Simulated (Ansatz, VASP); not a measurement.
# One calculation of PbSe, two programs

```xyz
2
Lattice="0.0000 3.0621 3.0621 3.0621 0.0000 3.0621 3.0621 3.0621 0.0000" Properties=species:S:1:pos:R:3 pbc="T T T"
Pb    0.0000    0.0000    0.0000
Se    3.0997    3.0621    3.0621
```

Change from the starting cell: all Se atoms moved +0.037 Å, as atom 2 along Cartesian [1 0 0].

Alike in both runs: task single point; functional PBE; k mesh 10 × 10 × 10; occupations gaussian, width 0.03 eV; no spin polarisation.

|  | VASP | Ansatz |
| --- | --- | --- |
| version | VASP 6.6.1 | Ansatz 0.2.0 |
| potentials or method | VASP PAW PBE potentials, release 64 (Pb_d, Se), cutoff 520 eV | scalar-relativistic, plane waves, PAW |
| valence electrons in the cell | 20 | 30 |

VASP gave:

* gap on the k mesh at the Fermi level (eV): 0.32
* least direct gap on the mesh (eV): 0.32
* pressure (GPa): 2.3
* rms of the force components (eV/Å): 0.014

**Question.** What did Ansatz give for the same quantities?

**Answer.** gap on the k mesh at the Fermi level (eV): 0.31; least direct gap on the mesh (eV): 0.31; pressure (GPa): 2.4; rms of the force components (eV/Å): 0.014.

Atom by atom the forces differ by 0.000 eV/Å (rms over components). VASP's potentials hold 20 valence electrons a cell and Ansatz's 30, so a difference there can come from the potentials and not from the codes.

Spin-orbit coupling is off throughout.
